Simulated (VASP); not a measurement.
HfN, 4 atoms in the cell. It takes space group P6_3/mmc (No. 194, hexagonal). Conventional cell: a = 3.158 Å, b = 3.158 Å, c = 5.458 Å, α = 90.00°, β = 90.00°, γ = 120.00°. Hf (site symmetry -6m2) has 6 N at 2.28 Å within 3.0 Å. N (site symmetry -3m) has 6 Hf at 2.28 Å and 2 N at 2.73 Å within 3.0 Å. 

| Quantity | Value |
| --- | --- |
| Program | VASP 6.6.1 |
| Task | relaxation of cell and atoms |
| Functional | PBE |
| Potentials or basis | VASP PAW PBE potentials, release 64 (Hf_pv, N) |
| Cutoff | 600 eV |
| k mesh | 18 × 18 × 8 |
| Occupations | fermi-dirac, width 0.15 eV |
| Spin | no spin polarisation |
| Target pressure | 7 GPa |
| Dipole correction | no |
| Further INCAR settings | ALGO = Normal; EDIFF = 1e-07; IBRION = 2; EDIFFG = -0.001; NSW = 80; ISIF = 3 |

Potentials or basis: VASP PAW PBE potentials, release 64 (Hf_pv, N).

Launch:

```sh
$ cat potpaw_PBE.64/Hf_pv/POTCAR potpaw_PBE.64/N/POTCAR > POTCAR
$ mpirun -np 1 vasp_std > vasp.out
```

Hardware: 1 thread of Oxide Virtual Turin-like Processor, on a shared host.

Question: How long does it take, and how much memory?

Answer: Wall time 12 min on 1 thread of Oxide Virtual Turin-like Processor (shared host), peak memory 0.3 GiB. Counts: scf iterations 75, k points 185, ion steps 10.
